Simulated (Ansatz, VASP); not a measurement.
Two plane-wave programs on Yb

File INCAR:

```
SYSTEM = Yb
PREC     = Accurate       ! precision mode
ENCUT    = 520            ! plane-wave cutoff, eV
EDIFF    = 1E-7           ! SCF threshold, eV
ISMEAR   = -1             ! smearing method
SIGMA    = 0.1            ! smearing width, eV
LREAL    = .False.        ! projectors in reciprocal space
LASPH    = .True.         ! aspherical terms in the spheres
NELM     = 60             ! most SCF steps
ALGO     = Normal         ! electronic algorithm
ISIF     = 2              ! what is computed and relaxed
LWAVE    = .False.        ! write WAVECAR
LCHARG   = .True.         ! write CHGCAR
GGA      = CA             ! functional
LELF     = .True.         ! ELF
LVHAR    = .True.       
NBANDS   = 18             ! bands
```

The input KPOINTS:

```
Automatic mesh
0
Gamma
  11 11 11
  0 0 0
```

The input POSCAR:

```
Yb
1.0
    3.2496941190      0.0000000000      0.0000000000
    0.0000000000      3.2496941190      0.0000000000
    0.0000000000      0.0000000000      3.2496941190
Yb
1
Direct
    0.0000000000      0.0000000000      0.0000000000
```

Input for Ansatz:

```yaml
crystal:
  lattice:
    - [3.249694119, 0.0, 0.0]
    - [0.0, 3.249694119, 0.0]
    - [0.0, 0.0, 3.249694119]
  atoms:
    - { symbol: Yb, position: [0.0, 0.0, 0.0] }
hamiltonian:
  xc: lda
  pseudopotentials:
    kind: paw
    azcp:
      Yb: "pseudopotentials/Yb.paw.azcp"
basis:
  ecutwfc: 420
  fft_grid_basis: typed
kpoints:
  mp_grid: { grid: [11, 11, 11], shift: [0, 0, 0] }
magnetization:
  spin_polarized: false
scf:
  occupations: { method: fermi_dirac, width: 0.1 }
  lower_state_search: "off"
output:
  stress: true
```

Alike in both runs: task single point; functional LDA; k mesh 11 × 11 × 11; occupations fermi-dirac, width 0.1 eV; no spin polarisation.

|  | VASP | Ansatz |
| --- | --- | --- |
| version | VASP 6.6.1 | Ansatz 0.2.0 |
| potentials or method | VASP PAW PBE potentials, release 64 (Yb), cutoff 520 eV | plane waves (420 eV) with PAW, scalar-relativistic |
| valence electrons in the cell | 24 | 24 |

Ansatz gave:

| Quantity | Value |
| --- | --- |
| pressure (GPa) | -1.6 |

Q: What did VASP give for the same quantities?

A: Pressure (GPa): -1.7.

VASP's potentials were made for PBE, not for LDA, and Ansatz warns of the same on its side. LDA's correlation is that of Perdew and Zunger in VASP and of Perdew and Wang (1992) in Ansatz.

Neither program's run includes spin-orbit coupling.
